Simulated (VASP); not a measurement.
A run of VASP 6.6.1 is set up as follows.

File INCAR:

```
SYSTEM = GaP
PREC = Accurate ; ENCUT = 500
EDIFF = 1E-6 ; ISMEAR = 1
SIGMA = 0.1 ; LREAL = .False.
LASPH = .True. ; NELM = 120
ALGO = Normal ; ISIF = 2
LWAVE = .False. ; LCHARG = .False.
GGA = PE ; NBANDS = 16
GGA_COMPAT = .False.
```

The input KPOINTS:

```
regular mesh
0
Gamma
  4 4 4
  0 0 0
```

File POSCAR:

```
GaP
1.0
    0.0000000000      2.4732585087      2.4732585087
    2.4732585087      0.0000000000      2.4732585087
    2.4732585087      2.4732585087      0.0000000000
Ga P
1 1
Direct
    0.0000000000      0.0000000000      0.0000000000
    0.2500000000      0.2500000000      0.2500000000
```

Potentials or basis: VASP PAW PBE potentials, release 64 (Ga_d, P).

Run with:

```sh
$ cat potpaw_PBE.64/Ga_d/POTCAR potpaw_PBE.64/P/POTCAR > POTCAR
$ mpirun -np 1 vasp_std > vasp.out
```

(1) Predict the pressure.

(2) Predict the band gap on the k mesh.

Answers

(1) 50.7 GPa.

(2) 0.85 eV (least direct gap 3.60 eV).

Caveat: the k points lie up to 0.55 Å⁻¹ apart.
